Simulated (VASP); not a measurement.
## ScNb: single point with revPBE

Crystal: ScNb.

```
Sc Nb
1.0
     3.32858    0.00000    0.00000
    -1.66429    2.88263    0.00000
     0.00000    0.00000    5.50722
Sc Nb
1 1
Cartesian
  0.0000 0.0000 0.0000
  0.0000 1.9218 2.7536
```

- Program: VASP 6.6.1
- Task: single point
- Functional: revPBE
- Potentials or basis: VASP PAW PBE potentials, release 64 (Sc_sv, Nb_sv)
- Cutoff: 520 eV
- k mesh: 6 × 6 × 4
- Occupations: tetrahedron
- Spin: no spin polarisation

- Pressure: -14.7 GPa
- Band gap on the k mesh: zero (band 12 reaches 5.63 eV, above the bottom of band 13 at 4.73 eV)

Stress tensor (GPa, compression positive):
```
-14.94   0.00   0.00
  0.00 -14.94   0.00
  0.00   0.00 -14.19
```

Levels at points of the mesh, in eV from the Fermi level:
```tsv
k point	band 8	band 9	band 10	band 11	band 12	band 13	band 14	band 15	band 16	band 17
(0.00, 0.00, 0.00)	-28.31	-5.13	-2.34	0.26	0.46	0.46	0.80	1.61	1.61	1.64
(0.50, 0.00, 0.00)	-28.37	-2.19	-1.47	-1.43	-0.45	0.68	0.70	1.16	3.11	3.31
(0.00, 0.00, 0.50)	-28.31	-3.93	-3.57	-0.57	0.38	0.38	0.73	1.15	1.15	2.43
(0.50, 0.00, 0.50)	-28.37	-2.14	-2.06	-0.76	-0.24	1.01	1.12	1.26	2.23	3.15
```

Run time: 56 s on 1 thread of AMD EPYC 7R43 64-Core Processor (Zen 3), on a shared host, peak memory 0.15 GiB.

Caveat: the k points lie up to 0.36 Å⁻¹ apart; the PAW data sets were made with another functional, which shifts forces and pressure a little; tetrahedron occupations give inexact forces and stress in metals.
